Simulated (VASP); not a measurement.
# ZnSn2N3 (R-3m) in VASP: notebook, part 2 of 2

VASP 6.6.1. The steps go on from the part before.

### 4 Relaxation of cell and atoms, PBE

INCAR

```
PREC = Accurate ; ENCUT = 600
EDIFF = 1E-6 ; ISMEAR = 0
SIGMA = 0.1 ; LREAL = F
LASPH = T ; NELM = 100
ALGO = Normal ; ISIF = 3
LWAVE = F ; LCHARG = F
GGA = PE ; IBRION = 2
NSW = 90 ; EDIFFG = -0.04
```

KPOINTS

```
Automatic mesh
0
Gamma
  6 6 6
```

POSCAR

```
ZnSn2N3
1.0
    2.6842970800      1.5497796400      4.2480560700
   -2.6842970800      1.5497796400      4.2480560700
    0.0000000000     -3.0995592800      4.2480560700
Zn Sn N
1 2 3
Direct
    0.0000000000      0.0000000000      0.0000000000
    0.6237660100      0.6237660100      0.6237660100
    0.3762339900      0.3762339900      0.3762339900
    0.0000000000      0.5000000000      0.0000000000
    0.5000000000      0.0000000000      0.0000000000
    0.0000000000      0.0000000000      0.5000000000
```

Command:

```console
$ cat potpaw_PBE.64/Zn/POTCAR potpaw_PBE.64/Sn_d/POTCAR potpaw_PBE.64/N/POTCAR > POTCAR
$ mpirun -np 1 vasp_std > vasp.out
```

Wall time 46 min (1 thread of Intel Xeon Platinum 8488C (Sapphire Rapids), shared host); peak memory 0.38 GiB.

It converged, with:

* Free energy: -28.2742 eV
* Relaxed volume: 14.01 Å³/atom
* Relaxed cell: a = 4.397 Å, b = 4.397 Å, c = 4.397 Å, α = 85.00°, β = 85.00°, γ = 85.00°
* Space group after relaxing (to 0.05 Å): R-3m (No. 166)
* Energy gained by relaxing: 1024.0 meV/atom
* Ionic steps: 42
* Pressure after relaxing: 0.2 GPa
* Largest force after relaxing: 0.010 eV/Å

Forces in eV/Å, atoms in the order of the input:
```
Zn   0.000  0.000  0.000
Sn   0.000  0.000 -0.010
Sn   0.000  0.000  0.010
N    0.000  0.000  0.000
N    0.000  0.000  0.000
N    0.000  0.000  0.000
```

Stress tensor (GPa, compression positive):
```
0.25 0.00 0.00
0.00 0.25 0.00
0.00 0.00 0.12
```

Step by step:
```csv
step,energy change (eV),largest force (eV/Å),pressure (GPa),volume (Å³)
1,0.0000,0.2315,-14.28,106.03
3,-1.7132,1.2522,2.80,81.40
5,-4.6257,4.9585,14.04,73.44
7,7.1696,44.6730,53.48,72.98
9,12.6209,60.8616,93.52,66.68
11,15.2738,64.3726,114.56,64.38
13,15.2689,64.3178,114.64,64.37
15,15.2488,64.0705,114.93,64.33
17,15.1992,63.0838,116.64,64.18
19,15.1641,61.6504,119.02,63.97
21,14.7294,60.6640,117.40,64.05
23,13.0549,56.7452,111.08,64.36
25,7.3536,42.1794,87.39,65.56
27,-3.6433,9.1976,30.69,70.02
29,-5.4731,0.0061,14.39,74.54
31,-5.5269,0.5211,14.93,73.90
33,-5.6615,0.7088,12.17,75.06
35,-5.9896,1.4428,2.51,80.41
37,-6.0512,1.3525,0.04,82.45
39,-6.1069,0.8369,1.33,84.87
41,-6.1439,0.0285,0.44,83.90
42,-6.1442,0.0105,0.20,84.07
```

Final structure:
```
Zn Sn N
1.0
     2.97033    1.71492    2.75068
    -2.97033    1.71492    2.75068
     0.00000   -3.42984    2.75068
Zn Sn N
1 2 3
Direct
  0.00000 0.00000 0.00000
  0.67387 0.67387 0.67387
  0.32613 0.32613 0.32613
  0.00000 0.50000 0.00000
  0.50000 0.00000 0.00000
  0.00000 0.00000 0.50000
```

Levels at points of the mesh, in eV from the Fermi level:
```csv
k point,band 26,band 27,band 28,band 29,band 30,band 31
"(0.00, 0.00, 0.00)",-0.42,-0.42,-0.23,2.22,2.22,2.73
"(0.50, 0.00, 0.00)",-1.18,-0.87,-0.34,-0.32,4.07,4.72
"(0.50, 0.50, 0.00)",-0.90,-0.07,0.54,0.81,3.62,4.00
"(0.50, 0.50, 0.50)",0.54,0.54,0.55,2.74,3.71,5.57
```

Caveat: the volume moved by over 15 % at a fixed basis, so the end points are rough; spin-orbit coupling is left out, which moves the levels of the heavy elements.

### 5 Single point, PBE

This run uses another cell than the first one, of 14.04 Å³/atom, 0.795 times its volume.

INCAR

```
SYSTEM = ZnSn2N3
  PREC = Accurate
  ENCUT = 520
  EDIFF = 1E-6
  ISMEAR = 0
  SIGMA = 0.1
  LREAL = .False.
  LASPH = .True.
  NELM = 80
  ALGO = Normal
  ISIF = 2
  LWAVE = .False.
  LCHARG = .False.
  GGA = PE
  NBANDS = 36
```

KPOINTS

```
Automatic mesh
0
Gamma
  12 12 12
  0 0 0
```

POSCAR

```
ZnSn2N3
1.0
    2.9719575286      1.7158604791      2.7541133894
   -2.9719575286      1.7158604791      2.7541133894
    0.0000000000     -3.4317209583      2.7541133894
Zn Sn N
1 2 3
Direct
    0.0000000000      0.0000000000      0.0000000000
    0.6740044438      0.6740044438      0.6740044438
    0.3259955562      0.3259955562      0.3259955562
    0.0000000000      0.5000000000      0.0000000000
    0.5000000000      0.0000000000      0.0000000000
    0.0000000000      0.0000000000      0.5000000000
```

Command:

```console
$ cat potpaw_PBE.64/Zn/POTCAR potpaw_PBE.64/Sn_d/POTCAR potpaw_PBE.64/N/POTCAR > POTCAR
$ mpirun -np 1 vasp_std > vasp.out
```

Wall time 5.9 min (1 thread of Intel Xeon Platinum 8488C (Sapphire Rapids), shared host); peak memory 0.58 GiB.

Results (log left out):

```yaml
Free_energy: -28.2774 eV
Pressure: 0.3 GPa
Largest_force: 0.026 eV/Å
```

Forces on the atoms (eV/Å):
```
Zn   0.000  0.000  0.000
Sn   0.000  0.000 -0.026
Sn   0.000  0.000  0.026
N    0.000  0.000  0.000
N    0.000  0.000  0.000
N    0.000  0.000  0.000
```

Stress tensor (GPa, compression positive):
```
0.31 0.00 0.00
0.00 0.31 0.00
0.00 0.00 0.42
```

Levels at points of the mesh, in eV from the Fermi level:
| k point | band 24 | band 25 | band 26 | band 27 | band 28 | band 29 | band 30 | band 31 | band 32 | band 33 |
| --- | --- | --- | --- | --- | --- | --- | --- | --- | --- | --- |
| (0.00, 0.00, 0.00) | -2.39 | -1.83 | -0.39 | -0.39 | -0.20 | 2.27 | 2.27 | 2.75 | 2.95 | 4.12 |
| (0.50, 0.00, 0.00) | -2.29 | -1.27 | -1.14 | -0.82 | -0.30 | -0.28 | 4.12 | 4.77 | 5.32 | 5.42 |
| (0.50, 0.50, 0.00) | -2.53 | -2.42 | -0.86 | -0.04 | 0.57 | 0.85 | 3.66 | 4.05 | 5.84 | 7.70 |
| (0.50, 0.50, 0.50) | -0.50 | -0.50 | 0.57 | 0.57 | 0.57 | 2.77 | 3.75 | 5.60 | 5.60 | 5.69 |

Caveat: spin-orbit coupling is left out, which moves the levels of the heavy elements.

### 6 The runs side by side

```csv
task,cell,k mesh,cutoff (eV),gap on the mesh (eV),pressure (GPa),largest force (eV/Å)
single point,"a = 5.259 Å, angles 61.4°, 6 atoms",6 × 6 × 6,520,none,-14.2,0.23
single point,"a = 4.394 Å, angles 85.1°, 6 atoms",6 × 6 × 6,520,none,0.4,0.03
relaxation of cell and atoms,"relaxed from a = 5.259 Å, angles 61.4°, 6 atoms",6 × 6 × 6,600,none,0.2,0.01
single point,"a = 4.400 Å, angles 85.0°, 6 atoms",12 × 12 × 12,520,none,0.3,0.03
```

Alike in all rows: level PBE; potentials or basis VASP PAW PBE potentials, release 64 (Zn, Sn_d, N); no spin polarisation; smearing gaussian 0.1 eV.

Caveats: spin-orbit coupling is left out, which moves the levels of the heavy elements; the volume moved by over 15 % at a fixed basis, so the end points are rough (some runs).

Absolute energies hang on the potentials; compare differences alone.
